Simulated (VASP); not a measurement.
# Ga2Pt (Fm-3m) in VASP: notebook, part 2 of 2

VASP 6.6.1. The steps go on from the part before.

**4. Single point, LDA**

This run uses another cell than the first one, of 16.60 Å³/atom.

The input, INCAR:

```
SYSTEM = Ga2Pt
ALGO = Normal
EDIFF = 1E-6
ENCUT = 520
ISIF = 2
ISMEAR = 0
LASPH = .TRUE.
LCHARG = .TRUE.
LELF = .TRUE.
LREAL = .FALSE.
LVHAR = .TRUE.
LWAVE = .FALSE.
NBANDS = 25
NELM = 60
PREC = Accurate
SIGMA = 0.05
```

The input, KPOINTS:

```
k-points
0
G
  9 9 9
  0 0 0
```

The input, POSCAR:

```
Ga2Pt
1.0
    4.1293531330      0.0000000000      0.0000000000
    2.0646765665      3.5761247143      0.0000000000
    2.0646765665      1.1920415714      3.3716027145
Ga Pt
2 1
Direct
    0.2500000000      0.2500000000      0.2500000000
    0.7500000000      0.7500000000      0.7500000000
    0.0000000000      0.0000000000      0.0000000000
```

Potentials or basis: VASP PAW LDA potentials, release 64 (Ga_d, Pt).

Run with:

```
> cat potpaw_LDA.64/Ga_d/POTCAR potpaw_LDA.64/Pt/POTCAR > POTCAR
> mpirun -np 1 vasp_std > vasp.out
```

OUTCAR:

```text
SYSTEM = Ga2Pt
   EDIFF = 1E-6
   ENCUT = 520
   ISIF = 2
   ISMEAR = 0
   LASPH = .TRUE.
   LREAL = .FALSE.
   NELM = 60
   PREC = Accurate

 ion  position               nearest neighbor table
   1  0.250  0.250  0.250-   3 2.53   3 2.53   3 2.53   3 2.53   2 2.92   2 2.92   2 2.92   2 2.92
                             2 2.92   2 2.92
   2  0.750  0.750  0.750-   3 2.53   3 2.53   3 2.53   3 2.53   1 2.92   1 2.92   1 2.92   1 2.92
                             1 2.92   1 2.92
   3  0.000  0.000  0.000-   2 2.53   1 2.53   1 2.53   2 2.53   2 2.53   2 2.53   1 2.53   1 2.53

  LATTYP: Found a face centered cubic cell.
 ALAT       =     5.8397872044

  Lattice vectors:

 A1 = (   4.1293531330,   0.0000000000,   0.0000000000)
 A2 = (   2.0646765665,   3.5761247143,   0.0000000000)
 A3 = (   2.0646765665,   1.1920415714,   3.3716027145)

Analysis of symmetry for initial positions (statically):
=====================================================================
 Subroutine PRICEL returns:
 Original cell was already a primitive cell.

 Routine SETGRP: Setting up the symmetry group for a
 face centered cubic supercell.

 Subroutine GETGRP returns: Found 48 space group operations
 (whereof 48 operations were pure point group operations)
 out of a pool of 48 trial point group operations.

The static configuration has the point symmetry O_h .

Analysis of symmetry for dynamics (positions and initial velocities):
=====================================================================
 Subroutine PRICEL returns:
 Original cell was already a primitive cell.

 Routine SETGRP: Setting up the symmetry group for a
 face centered cubic supercell.

 Subroutine GETGRP returns: Found 48 space group operations
 (whereof 48 operations were pure point group operations)
 out of a pool of 48 trial point group operations.

The dynamic configuration has the point symmetry O_h .

 Subroutine INISYM returns: Found 48 space group operations
 (whereof 48 operations are pure point group operations),
 and found     1 'primitive' translations

[... 108 lines left out ...]
   NUPDOWN=      -1.0000    fix difference up-down
   EMIN   =  10.00;   EMAX   =-10.00  energy-range for DOS
   EFERMI =   0.00;   METHOD = LEGACY
   ISMEAR =     0;   SIGMA  =   0.05  broadening in eV -4-tet -1-fermi 0-gaus
   EFERMI_NEDOS =   21; number of points for ismear=-14 and -15
   IALGO  =     38    algorithm
   IMIX   =      4    mixing-type and parameters
     AMIX     =   0.40;   BMIX     =  1.00
     AMIX_MAG =   1.60;   BMIX_MAG =  1.00
  volume/ion in A,a.u.               =      16.60       112.00
  Fermi-wavevector in a.u.,A,eV,Ry     =   1.469373  2.776712 29.375743  2.159056
  Thomas-Fermi vector in A             =   2.584758
   LORBIT       =      0    0 simple, 1 ext, 2 COOP (PROOUT), +10 PAW based schemes
   GGA     = CA    functional components
   LHFCALC =     F    Hartree Fock is set to
   AEXX    =    0.0000 exact exchange contribution
   IVDW    =     0    specifies the selected vdW correction
   LEPSILON=     F    determine dielectric tensor
   LRPA    =     F    only Hartree local field effects (RPA)
 non-spin polarized calculation
 Gauss-broadening in eV      SIGMA  =   0.05
  energy-cutoff  :      520.00
  volume of cell :       49.79
 maximum number of plane-waves:      1363
   NGX = 15   NGY = 15   NGZ = 15

 number of electron      35.9999987 magnetization

 Free energy of the ion-electron system (eV)
  ---------------------------------------------------
  ext. energy  EPLUGINS =         0.00000000
  ---------------------------------------------------
  free energy    TOTEN  =       -16.45929092 eV

  energy without entropy =      -16.45769430  energy(sigma->0) =      -16.45849261

 E-fermi :   7.5485     XC(G=0): -12.1640

 val. band max:        7.5185730052   @ k =   0.4444   0.3333   0.1111
 cond. band min:       7.5529529749   @ k =   0.3333   0.2222   0.1111
 fundamental gap:      0.0343799697
 Fermi energy:         7.5484975867

 k-point     1 :       0.0000    0.0000    0.0000
  band No.  band energies     occupation
      1      -7.7025      2.00000
      2      -7.7025      2.00000
      3      -7.5853      2.00000
      4      -7.5853      2.00000
      5      -7.5853      2.00000
      6      -7.3972      2.00000
[... 661 lines left out ...]
     24      17.9620      0.00000
     25      18.9804      0.00000

 [... further k-points ...]
[... 5 lines left out ...]
  --------------------------------------------------------------------------------------
  -------------------------------------------------------------------------------------
  Total        0.8233246      0.8233246      0.8233246     -0.0000000     -0.0000000      0.0000000
  in kB       26.4941864     26.4941864     26.4941864     -0.0000000     -0.0000000      0.0000000
  external PRESSURE =      26.4941864 kB  Pullay stress =       0.0000000 kB

 VOLUME and BASIS-vectors are now :
 -----------------------------------------------------------------------------
  energy-cutoff  :      520.00
  volume of cell :       49.79
      direct lattice vectors                 reciprocal lattice vectors
     4.129353133  0.000000000  0.000000000     0.242168681 -0.139816153 -0.098864950
     2.064676567  3.576124714  0.000000000     0.000000000  0.279632306 -0.098864950
     2.064676567  1.192041571  3.371602714     0.000000000  0.000000000  0.296594850

 POSITION                                       TOTAL-FORCE (eV/Angst)
 -----------------------------------------------------------------------------------
      2.06468      1.19204      0.84290         0.000000      0.000000     -0.000000
      6.19403      3.57612      2.52870        -0.000000     -0.000000      0.000000
      0.00000      0.00000      0.00000        -0.000000     -0.000000      0.000000
 -----------------------------------------------------------------------------------
    total drift:                                0.000000      0.000000     -0.000000

  FREE ENERGIE OF THE ION-ELECTRON SYSTEM (eV)
  ---------------------------------------------------
  free  energy   TOTEN  =       -16.4592909210 eV

  energy  without entropy=      -16.4576942996  energy(sigma->0) =      -16.45849261
```

stdout:

```text
POSCAR found type information on POSCAR GaPt
 POSCAR found :  2 types and       3 ions
 scaLAPACK will be used
 LDA part: xc-table for (Slater(with rela. corr.)+CA(PZ))
 , standard interpolation
 POSCAR, INCAR and KPOINTS ok, starting setup
 FFT: planning ... GRIDC
 FFT: planning ... GRID_SOFT
 FFT: planning ... GRID
 WAVECAR not read
 entering main loop
```

Run time: 72 s. Hardware: 1 thread of AMD EPYC 7R13, shared host; peak memory 0.15 GiB.

Results:

```
Free energy            : -16.4593 eV
Pressure               : 2.6 GPa
Band gap on the k mesh : zero (bands 18 and 19 overlap by 7.10 eV)
```

Caveat: spin-orbit coupling is left out, which moves the levels of the heavy elements.

**5. Single point, LDA**

This run uses another cell than the first one, of 16.82 Å³/atom.

The input, INCAR:

```
PREC = Accurate
ENCUT = 520
EDIFF = 1E-7
ISMEAR = 0
SIGMA = 0.05
LREAL = F
LASPH = T
NELM = 80
ALGO = Normal
ISIF = 2
LWAVE = F
LCHARG = T
LELF = T
LVHAR = T
NBANDS = 25
```

The input, KPOINTS:

```
Automatic mesh
0
Gamma
  9 9 9
```

The input, POSCAR:

```
Ga2Pt
1.0
    4.1481098873      0.0000000000      0.0000000000
    2.0740549436      3.5923685401      0.0000000000
    2.0740549436      1.1974561800      3.3869175403
Ga Pt
2 1
Direct
    0.2500000000      0.2500000000      0.2500000000
    0.7500000000      0.7500000000      0.7500000000
    0.0000000000      0.0000000000      0.0000000000
```

Run with:

```
> cat potpaw_LDA.64/Ga_d/POTCAR potpaw_LDA.64/Pt/POTCAR > POTCAR
> mpirun -np 1 vasp_std > vasp.out
```

Run time: 76 s. Hardware: 1 thread of AMD EPYC 7R13, shared host; peak memory 0.15 GiB.

The run converged. Its results:

```yaml
Free_energy: -16.4665 eV
Pressure: 0.6 GPa
Band_gap_on_the_k_mesh: zero (bands 18 and 19 overlap by 7.01 eV)
```

Levels at points of the mesh, in eV from the Fermi level:
```tsv
k point	band 14	band 15	band 16	band 17	band 18	band 19	band 20	band 21	band 22	band 23
(0.00, 0.00, 0.00)	-5.22	-3.42	-3.42	0.08	5.28	5.28	5.28	5.29	5.29	5.29
```

Caveat: spin-orbit coupling is left out, which moves the levels of the heavy elements.

**6. Single point, LDA**

This run uses another cell than the first one, of 17.08 Å³/atom.

The input, INCAR:

```
SYSTEM = Ga2Pt
PREC     = Accurate       ! precision mode
ENCUT    = 520            ! plane-wave cutoff, eV
EDIFF    = 1E-6           ! SCF threshold, eV
ISMEAR   = 0              ! smearing method
SIGMA    = 0.05           ! smearing width, eV
LREAL    = .FALSE.        ! projectors in reciprocal space
LASPH    = .TRUE.         ! aspherical terms in the spheres
NELM     = 60             ! most SCF steps
ALGO     = Normal         ! electronic algorithm
ISIF     = 2              ! what is computed and relaxed
LWAVE    = .FALSE.        ! write WAVECAR
LCHARG   = .TRUE.         ! write CHGCAR
GGA      = CA             ! functional
LELF     = .TRUE.         ! ELF
LVHAR    = .TRUE.       
NBANDS   = 25             ! bands
```

The input, KPOINTS:

```
Automatic mesh
0
G
  9 9 9
  0 0 0
```

The input, POSCAR:

```
Ga2Pt
1.0
    4.1688691092      0.0000000000      0.0000000000
    2.0844345546      3.6103465536      0.0000000000
    2.0844345546      1.2034488512      3.4038673740
Ga Pt
2 1
Direct
    0.2500000000      0.2500000000      0.2500000000
    0.7500000000      0.7500000000      0.7500000000
    0.0000000000      0.0000000000      0.0000000000
```

Potentials or basis: VASP PAW LDA potentials, release 64 (Ga_d, Pt).

Run with:

```
> cat potpaw_LDA.64/Ga_d/POTCAR potpaw_LDA.64/Pt/POTCAR > POTCAR
> mpirun -np 1 vasp_std > vasp.out
```

It took 65 s on 1 thread of AMD EPYC 7R13, shared host; peak memory 0.15 GiB.

It converged, with:

- Free energy: -16.4648 eV
- Pressure: -1.4 GPa
- Band gap on the k mesh: zero (bands 18 and 19 overlap by 6.90 eV)

Levels at points of the mesh, in eV from the Fermi level:
```
           k point  band 16  band 17  band 18  band 19  band 20  band 21
(0.00, 0.00, 0.00)    -3.36     0.00     5.22     5.22     5.22     5.23
```

Caveat: spin-orbit coupling is left out, which moves the levels of the heavy elements.

**7. Overview**

```tsv
cell	gap on the mesh (eV)	pressure (GPa)
a = 4.066 Å, angles 60.0°, 3 atoms	none	10.8
a = 4.104 Å, angles 60.0°, 3 atoms	none	5.7
a = 4.129 Å, angles 60.0°, 3 atoms	none	2.6
a = 4.148 Å, angles 60.0°, 3 atoms	none	0.6
a = 4.169 Å, angles 60.0°, 3 atoms	none	-1.4
```

Alike in all rows: task single point; level LDA; potentials or basis VASP PAW LDA potentials, release 64 (Ga_d, Pt); no spin polarisation; k mesh 9 × 9 × 9; cutoff (eV) 520; smearing gaussian 0.05 eV.

Caveats: spin-orbit coupling is left out, which moves the levels of the heavy elements; the cell stands under pressure (at least some runs).

Total energies depend on the potentials used, so only differences within one code and one set of settings carry meaning.

The gap in the log of VASP goes by the Fermi energy; the results here count the filled bands.